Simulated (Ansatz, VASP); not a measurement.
Two plane-wave programs on BN

```xyz
4
Lattice="2.5025 0.0000 0.0000 -1.2512 2.1672 0.0000 0.0000 0.0000 4.1144" Properties=species:S:1:pos:R:3 pbc="T T T"
B     0.0000    1.4448    0.0002
B     1.2512    0.7224    2.0574
N     0.0000    1.4448    1.5386
N     1.2512    0.7224    3.5958
```

Change from the starting cell: strained cell.

Alike in both runs: task relaxation of the atoms; functional PBEsol; k mesh 9 × 9 × 6; occupations gaussian, width 0.02 eV; no spin polarisation.

```csv
,VASP,Ansatz
version,VASP 6.6.1,Ansatz 0.2.0
potentials or method,"VASP PAW PBE potentials, release 64 (B, N), cutoff 520 eV","scalar-relativistic, plane waves, PAW"
valence electrons in the cell,16,16
```

```tsv
	VASP	Ansatz	Ansatz less VASP
gap on the k mesh at the Fermi level, each at its own relaxed structure (eV)	4.87	4.88	+0.015
```

VASP's potentials were made for PBE, not for PBEsol, and Ansatz warns of the same on its side. Ansatz's warnings: stress scf threshold loose.
